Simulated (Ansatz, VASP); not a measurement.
## Two plane-wave programs on Li2Se

POSCAR

```
Li2Se
1.0
    0.0000000000      2.9007693224      2.9007693224
    2.9007693224      0.0000000000      2.9007693224
    2.9007693224      2.9007693224      0.0000000000
Li Se
2 1
Direct
    0.2500000000      0.2500000000      0.2500000000
    0.7500000000      0.7500000000      0.7500000000
    0.0000000000      0.0000000000      0.0000000000
```

File INCAR.step1:

```
PREC     = Accurate       # precision mode
ENCUT    = 830            # plane-wave cutoff, eV
ISMEAR   = 0              # smearing method
SIGMA    = 0.02           # smearing width, eV
LREAL    = False          # projectors in reciprocal space
LASPH    = True           # aspherical terms in the spheres
NELM     = 120            # most SCF steps
NBANDS   = 13             # bands
GGA      = PE             # functional
ALGO     = Normal         # electronic algorithm
EDIFF    = 1E-5           # SCF threshold, eV
LWAVE    = True           # write WAVECAR
LCHARG   = False          # write CHGCAR
GGA_COMPAT= False
```

INCAR.step2

```
PREC     = Accurate       # precision mode
ENCUT    = 830            # plane-wave cutoff, eV
EDIFF    = 1E-6           # SCF threshold, eV
ISMEAR   = 0              # smearing method
SIGMA    = 0.02           # smearing width, eV
LREAL    = False          # projectors in reciprocal space
LASPH    = True           # aspherical terms in the spheres
NELM     = 120            # most SCF steps
ALGO     = Normal         # electronic algorithm
ISIF     = 2              # what is computed and relaxed
LWAVE    = False          # write WAVECAR
LCHARG   = False          # write CHGCAR
METAGGA  = R2SCAN         # meta-GGA
LMIXTAU  = True         
NBANDS   = 13             # bands
ISTART   = 1            
GGA_COMPAT= False
```

KPOINTS

```
Automatic mesh
0
Gamma
  8 8 8
```

Input for Ansatz:

```yaml
crystal:
  lattice:
    - [0.0, 2.9007693224, 2.9007693224]
    - [2.9007693224, 0.0, 2.9007693224]
    - [2.9007693224, 2.9007693224, 0.0]
  atoms:
    - { symbol: Li, position: [0.25, 0.25, 0.25] }
    - { symbol: Li, position: [0.75, 0.75, 0.75] }
    - { symbol: Se, position: [0.0, 0.0, 0.0] }
basis:
  ecutwfc: 500
kpoints:
  mp_grid: { grid: [8, 8, 8] }
hamiltonian:
  xc: r2scan
scf:
  occupations: { method: gaussian, width: 0.02 }
output:
  forces: true
  stress: true
  eigenvalues: true
  write_density: true
  write_potential: true
  elf: true
  volumetric_format: npy
```

Alike in both runs: task single point; functional r2SCAN; k mesh 8 × 8 × 8; occupations gaussian, width 0.02 eV; no spin polarisation.

|  | VASP | Ansatz |
| --- | --- | --- |
| version | VASP 6.6.1 | Ansatz 0.2.0 |
| potentials or method | VASP PAW PBE potentials, release 64 (Li_sv, Se), cutoff 830 eV | scalar-relativistic, plane waves, PAW |
| valence electrons in the cell | 12 | 22 |

```tsv
	VASP	Ansatz	Ansatz less VASP
gap on the k mesh at the Fermi level (eV)	3.37	3.39	+0.020
least direct gap on the mesh (eV)	4.63	4.55	-0.080
pressure (GPa)	3.8	4.0	+0.13
```

VASP's potentials were made for PBE, not for r2SCAN. VASP's potentials hold 12 valence electrons a cell and Ansatz's 22, so a difference there can come from the potentials and not from the codes.
